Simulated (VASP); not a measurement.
# YAu (Pm-3m) in VASP: a series of runs

The runs below take YAu through single point, with LDA.

Program: VASP 6.6.1. These are calculated values, not measurements. Logs are shortened: lines on timing, memory, paths and dates and some standing lists are left out, and cuts for length are marked.

## (1) The cell of the first run

Symmetry: Pm-3m, No. 221, cubic system. The conventional cell has a = 3.571 Å, b = 3.571 Å, c = 3.571 Å, α = 90.00°, β = 90.00°, γ = 90.00°. Within 4.1 Å of Y (site symmetry m-3m) lie 8 Au at 3.09 Å and 6 Y at 3.57 Å. Within 4.1 Å of Au (site symmetry m-3m) lie 8 Y at 3.09 Å and 6 Au at 3.57 Å.

## (2) Single point, LDA

INCAR reads:

```
SYSTEM = YAu
PREC = Accurate
ENCUT = 520
EDIFF = 1E-6
ISMEAR = 1
SIGMA = 0.15
LREAL = .FALSE.
LASPH = .TRUE.
NELM = 60
ALGO = Normal
ISIF = 2
LWAVE = .FALSE.
LCHARG = .FALSE.
NBANDS = 18
```

KPOINTS reads:

```
regular mesh
0
G
  8 8 8
  0 0 0
```

POSCAR reads:

```
YAu
1.0
    3.5708240071      0.0000000000      0.0000000000
    0.0000000000      3.5708240071      0.0000000000
    0.0000000000      0.0000000000      3.5708240071
Y Au
1 1
Direct
    0.5000000000      0.5000000000      0.5000000000
    0.0000000000      0.0000000000      0.0000000000
```

Potentials or basis: VASP PAW LDA potentials, release 64 (Y_sv, Au).

Launch:

```
> cat potpaw_LDA.64/Y_sv/POTCAR potpaw_LDA.64/Au/POTCAR > POTCAR
> mpirun -np 1 vasp_std > vasp.out
```

OUTCAR:

```text
SYSTEM = YAu
   PREC = Accurate
   ENCUT = 520
   EDIFF = 1E-6
   ISMEAR = 1
   LREAL = .FALSE.
   LASPH = .TRUE.
   NELM = 60
   ISIF = 2

 ion  position               nearest neighbor table
   1  0.500  0.500  0.500-   2 3.09   2 3.09   2 3.09   2 3.09   2 3.09   2 3.09   2 3.09   2 3.09

   2  0.000  0.000  0.000-   1 3.09   1 3.09   1 3.09   1 3.09   1 3.09   1 3.09   1 3.09   1 3.09

  LATTYP: Found a simple cubic cell.
 ALAT       =     3.5708240071

  Lattice vectors:

 A1 = (   3.5708240071,   0.0000000000,   0.0000000000)
 A2 = (   0.0000000000,   3.5708240071,   0.0000000000)
 A3 = (   0.0000000000,   0.0000000000,   3.5708240071)

Analysis of symmetry for initial positions (statically):
=====================================================================
 Subroutine PRICEL returns:
 Original cell was already a primitive cell.

 Routine SETGRP: Setting up the symmetry group for a
 simple cubic supercell.

 Subroutine GETGRP returns: Found 48 space group operations
 (whereof 48 operations were pure point group operations)
 out of a pool of 48 trial point group operations.

The static configuration has the point symmetry O_h .

Analysis of symmetry for dynamics (positions and initial velocities):
=====================================================================
 Subroutine PRICEL returns:
 Original cell was already a primitive cell.

 Routine SETGRP: Setting up the symmetry group for a
 simple cubic supercell.

 Subroutine GETGRP returns: Found 48 space group operations
 (whereof 48 operations were pure point group operations)
 out of a pool of 48 trial point group operations.

The dynamic configuration has the point symmetry O_h .

 Subroutine INISYM returns: Found 48 space group operations
 (whereof 48 operations are pure point group operations),
 and found     1 'primitive' translations

----------------------------------------------------------------------------------------

                                     Primitive cell

  volume of cell :      45.5308

  direct lattice vectors                    reciprocal lattice vectors
     3.570824007  0.000000000  0.000000000     0.280047406  0.000000000  0.000000000
     0.000000000  3.570824007  0.000000000     0.000000000  0.280047406  0.000000000
     0.000000000  0.000000000  3.570824007     0.000000000  0.000000000  0.280047406

  length of vectors
[... 74 lines left out ...]
   ISTART =      0    job   : 0-new  1-cont  2-samecut
   ICHARG =      2    charge: 1-file 2-atom 10-const
   ISPIN  =      1    spin polarized calculation?
   LNONCOLLINEAR =      F non collinear calculations
   LSORBIT =      F    spin-orbit coupling
   LASPH  =      T    aspherical Exc in radial PAW
   ENCUT  =  520.0 eV  38.22 Ry    6.18 a.u.   6.64  6.64  6.64*2*pi/ulx,y,z
   NELM   =     60;   NELMIN=  2; NELMDL= -5     # of ELM steps
   EDIFF  = 0.1E-05   stopping-criterion for ELM
   LREAL  =      F    real-space projection
   EDIFFG = 0.1E-04   stopping-criterion for IOM
   NSW    =      0    number of steps for IOM
   IBRION =     -1    ionic relax: 0-MD 1-quasi-New 2-CG
   NFREE  =      0    steps in history (QN), initial steepest desc. (CG)
   ISIF   =      2    stress and relaxation
   ISYM   =      2    0-nonsym 1-usesym 2-fastsym
   POTIM  = 0.5000    time-step for ionic-motion
   TEBEG  =    0.0;   TEEND  =   0.0 temperature during run
   PSTRESS=    0.0 pullay stress
   NELECT =      22.0000    total number of electrons
   NUPDOWN=      -1.0000    fix difference up-down
   EMIN   =  10.00;   EMAX   =-10.00  energy-range for DOS
   EFERMI =   0.00;   METHOD = LEGACY
   ISMEAR =     1;   SIGMA  =   0.15  broadening in eV -4-tet -1-fermi 0-gaus
   EFERMI_NEDOS =   21; number of points for ismear=-14 and -15
   IALGO  =     38    algorithm
   IMIX   =      4    mixing-type and parameters
     AMIX     =   0.40;   BMIX     =  1.00
     AMIX_MAG =   1.60;   BMIX_MAG =  1.00
  volume/ion in A,a.u.               =      22.77       153.63
  Fermi-wavevector in a.u.,A,eV,Ry     =   1.284638  2.427613 22.453608  1.650294
  Thomas-Fermi vector in A             =   2.416819
   LORBIT       =      0    0 simple, 1 ext, 2 COOP (PROOUT), +10 PAW based schemes
   GGA     = CA    functional components
   LHFCALC =     F    Hartree Fock is set to
   AEXX    =    0.0000 exact exchange contribution
   IVDW    =     0    specifies the selected vdW correction
   LEPSILON=     F    determine dielectric tensor
   LRPA    =     F    only Hartree local field effects (RPA)
 non-spin polarized calculation
 Methfessel and Paxton  Order N= 1 SIGMA  =   0.15
  energy-cutoff  :      520.00
  volume of cell :       45.53
 maximum number of plane-waves:      1245
 NGX is ok and might be reduce to    28
   NGX = 13   NGY = 13   NGZ = 13

 number of electron      21.9999999 magnetization

 Free energy of the ion-electron system (eV)
  ---------------------------------------------------
  ext. energy  EPLUGINS =         0.00000000
  ---------------------------------------------------
  free energy    TOTEN  =       -13.12811636 eV

  energy without entropy =      -13.12617589  energy(sigma->0) =      -13.12746954

 E-fermi :   6.2194     XC(G=0): -11.2814

 val. band max:        6.2051765419   @ k =   0.5000   0.2500   0.2500
 cond. band min:       6.2695592735   @ k =   0.3750   0.3750   0.1250
 fundamental gap:      0.0643827316
 Fermi energy:         6.2194061090

 k-point     1 :       0.0000    0.0000    0.0000
  band No.  band energies     occupation
      1     -36.7129      2.00000
      2     -16.6834      2.00000
      3     -16.6834      2.00000
      4     -16.6834      2.00000
      5      -1.4683      2.00000
      6       0.4285      2.00000
[... 481 lines left out ...]
      5       0.5232      2.00000
      6       0.5696      2.00000
[... 10 lines left out ...]
     17      12.1968      0.00000
     18      14.2342      0.00000

 [... further k-points ...]
[... 5 lines left out ...]
  --------------------------------------------------------------------------------------
  -------------------------------------------------------------------------------------
  Total       -1.3048903     -1.3048903     -1.3048903      0.0000000      0.0000000      0.0000000
  in kB      -45.9176071    -45.9176071    -45.9176071      0.0000000      0.0000000      0.0000000
  external PRESSURE =     -45.9176071 kB  Pullay stress =       0.0000000 kB

 VOLUME and BASIS-vectors are now :
 -----------------------------------------------------------------------------
  energy-cutoff  :      520.00
  volume of cell :       45.53
      direct lattice vectors                 reciprocal lattice vectors
     3.570824007  0.000000000  0.000000000     0.280047406  0.000000000  0.000000000
     0.000000000  3.570824007  0.000000000     0.000000000  0.280047406  0.000000000
     0.000000000  0.000000000  3.570824007     0.000000000  0.000000000  0.280047406

 POSITION                                       TOTAL-FORCE (eV/Angst)
 -----------------------------------------------------------------------------------
      1.78541      1.78541      1.78541         0.000000      0.000000      0.000000
      0.00000      0.00000      0.00000         0.000000      0.000000      0.000000
 -----------------------------------------------------------------------------------
    total drift:                               -0.000000      0.000000      0.000000

  FREE ENERGIE OF THE ION-ELECTRON SYSTEM (eV)
  ---------------------------------------------------
  free  energy   TOTEN  =       -13.1281163643 eV

  energy  without entropy=      -13.1261758870  energy(sigma->0) =      -13.12746954
```

OSZICAR:

```text
N       E                     dE             d eps       ncg     rms          rms(c)
DAV:   1     0.983450907367E+02    0.98345E+02   -0.11143E+04  1300   0.116E+03
DAV:   2    -0.920221468612E+01   -0.10755E+03   -0.10395E+03  1490   0.261E+02
DAV:   3    -0.139008575467E+02   -0.46986E+01   -0.46630E+01  1878   0.405E+01
DAV:   4    -0.140323825110E+02   -0.13152E+00   -0.13071E+00  1528   0.546E+00
DAV:   5    -0.140348146188E+02   -0.24321E-02   -0.24317E-02  1568   0.624E-01    0.339E+01
DAV:   6    -0.132882683246E+02    0.74655E+00   -0.19156E+00  1310   0.100E+01    0.182E+01
DAV:   7    -0.131387591696E+02    0.14951E+00   -0.44834E-01  1468   0.392E+00    0.657E+00
DAV:   8    -0.131326636420E+02    0.60955E-02   -0.10579E-01  1488   0.225E+00    0.101E+00
DAV:   9    -0.131282648383E+02    0.43988E-02   -0.26313E-02  1344   0.114E+00    0.351E-01
DAV:  10    -0.131281109081E+02    0.15393E-03   -0.10815E-03  1364   0.215E-01    0.713E-02
DAV:  11    -0.131281181622E+02   -0.72541E-05   -0.52758E-05  1452   0.544E-02    0.620E-02
DAV:  12    -0.131281162420E+02    0.19202E-05   -0.13160E-05  1370   0.265E-02    0.116E-02
DAV:  13    -0.131281163643E+02   -0.12233E-06   -0.83641E-07   950   0.662E-03
   1 F= -.13128116E+02 E0= -.13127470E+02  d E =-.194048E-02
```

It took 19 s on 1 thread of Intel Xeon Platinum 8375C at 2.90GHz (Ice Lake), shared host; peak memory 0.17 GiB.

What came out:

```yaml
Free_energy: -13.1281 eV
Pressure: -4.6 GPa
Band_gap_on_the_k_mesh: zero (band 11 reaches 6.95 eV, above the bottom of band 12 at 4.33 eV)
```

Levels at points of the mesh, in eV from the Fermi level:
| k point | band 9 | band 10 | band 11 | band 12 | band 13 | band 14 |
| --- | --- | --- | --- | --- | --- | --- |
| (0.00, 0.00, 0.00) | -4.59 | -4.59 | 0.73 | 0.73 | 4.27 | 4.27 |
| (0.50, 0.00, 0.00) | -4.43 | -3.48 | -3.12 | -0.17 | 1.20 | 1.20 |
| (0.50, 0.50, 0.00) | -3.89 | -2.94 | 0.11 | 0.11 | 1.23 | 3.56 |
| (0.50, 0.50, 0.50) | -3.86 | -1.89 | -1.89 | -1.89 | -0.21 | 5.23 |

Caveat: spin-orbit coupling is left out, which moves the levels of the heavy elements.

## (3) Single point, LDA

This run uses another cell than the first one, of 23.44 Å³/atom, 1.030 times its volume.

INCAR reads:

```
PREC = Accurate
ENCUT = 520
EDIFF = 1E-6
ISMEAR = 1
SIGMA = 0.15
LREAL = F
LASPH = T
NELM = 80
ALGO = Normal
ISIF = 2
LWAVE = F
LCHARG = F
NBANDS = 18
```

KPOINTS reads:

```
regular mesh
0
Gamma
  8 8 8
```

POSCAR reads:

```
YAu
1.0
    3.6058343182      0.0000000000      0.0000000000
    0.0000000000      3.6058343182      0.0000000000
    0.0000000000      0.0000000000      3.6058343182
Y Au
1 1
Direct
    0.5000000000      0.5000000000      0.5000000000
    0.0000000000      0.0000000000      0.0000000000
```

Potentials or basis: VASP PAW LDA potentials, release 64 (Y_sv, Au).

Launch:

```
> cat potpaw_LDA.64/Y_sv/POTCAR potpaw_LDA.64/Au/POTCAR > POTCAR
> mpirun -np 1 vasp_std > vasp.out
```

Wall time 16 s (1 thread of Intel Xeon Platinum 8375C at 2.90GHz (Ice Lake), shared host); peak memory 0.17 GiB.

It converged, with:

```
Free energy            : -13.0801 eV
Pressure               : -6.8 GPa
Band gap on the k mesh : zero (band 11 reaches 6.65 eV, above the bottom of band 12 at 4.15 eV)
```

Levels at points of the mesh, in eV from the Fermi level:
```csv
k point,band 9,band 10,band 11,band 12,band 13,band 14
"(0.00, 0.00, 0.00)",-4.49,-4.49,0.71,0.71,4.14,4.14
"(0.50, 0.00, 0.00)",-4.34,-3.40,-3.10,-0.12,1.20,1.20
"(0.50, 0.50, 0.00)",-3.83,-2.90,0.09,0.09,1.19,3.45
"(0.50, 0.50, 0.50)",-3.80,-1.79,-1.79,-1.79,-0.26,5.06
```

Caveat: spin-orbit coupling is left out, which moves the levels of the heavy elements.

## (4) Single point, LDA

This run uses another cell than the first one, of 24.12 Å³/atom, 1.059 times its volume.

INCAR reads:

```
  ALGO = Normal
  EDIFF = 1E-6
  ENCUT = 520
  ISIF = 2
  ISMEAR = 1
  LASPH = T
  LCHARG = F
  LREAL = F
  LWAVE = F
  NBANDS = 18
  NELM = 80
  PREC = Accurate
  SIGMA = 0.15
```

KPOINTS reads:

```
k-points
0
Gamma
  8 8 8
```

POSCAR reads:

```
YAu
1.0
    3.6401776644      0.0000000000      0.0000000000
    0.0000000000      3.6401776644      0.0000000000
    0.0000000000      0.0000000000      3.6401776644
Y Au
1 1
Direct
    0.5000000000      0.5000000000      0.5000000000
    0.0000000000      0.0000000000      0.0000000000
```

Launch:

```
> cat potpaw_LDA.64/Y_sv/POTCAR potpaw_LDA.64/Au/POTCAR > POTCAR
> mpirun -np 1 vasp_std > vasp.out
```

Run time: 17 s. Hardware: 1 thread of Intel Xeon Platinum 8375C at 2.90GHz (Ice Lake), shared host; peak memory 0.17 GiB.

It converged, with:

```
Free energy            : -13.0146 eV
Pressure               : -8.7 GPa
Band gap on the k mesh : zero (band 11 reaches 6.37 eV, above the bottom of band 12 at 3.97 eV)
```

Levels at points of the mesh, in eV from the Fermi level:
| k point | band 9 | band 10 | band 11 | band 12 | band 13 | band 14 |
| --- | --- | --- | --- | --- | --- | --- |
| (0.00, 0.00, 0.00) | -4.40 | -4.40 | 0.70 | 0.70 | 4.01 | 4.01 |
| (0.50, 0.00, 0.00) | -4.25 | -3.32 | -3.07 | -0.07 | 1.20 | 1.20 |
| (0.50, 0.50, 0.00) | -3.76 | -2.86 | 0.08 | 0.08 | 1.14 | 3.33 |
| (0.50, 0.50, 0.50) | -3.74 | -1.70 | -1.70 | -1.70 | -0.30 | 4.90 |

Caveat: spin-orbit coupling is left out, which moves the levels of the heavy elements.

## (5) Overview

```csv
cell,gap on the mesh (eV),pressure (GPa)
"a = 3.571 Å, 2 atoms",none,-4.6
"a = 3.606 Å, 2 atoms",none,-6.8
"a = 3.640 Å, 2 atoms",none,-8.7
```

Alike in all rows: task single point; level LDA; potentials or basis VASP PAW LDA potentials, release 64 (Y_sv, Au); no spin polarisation; k mesh 8 × 8 × 8; cutoff (eV) 520; smearing methfessel-paxton 0.15 eV.

Caveats: spin-orbit coupling is left out, which moves the levels of the heavy elements.

Total energies depend on the potentials used, so only differences within one code and one set of settings carry meaning.
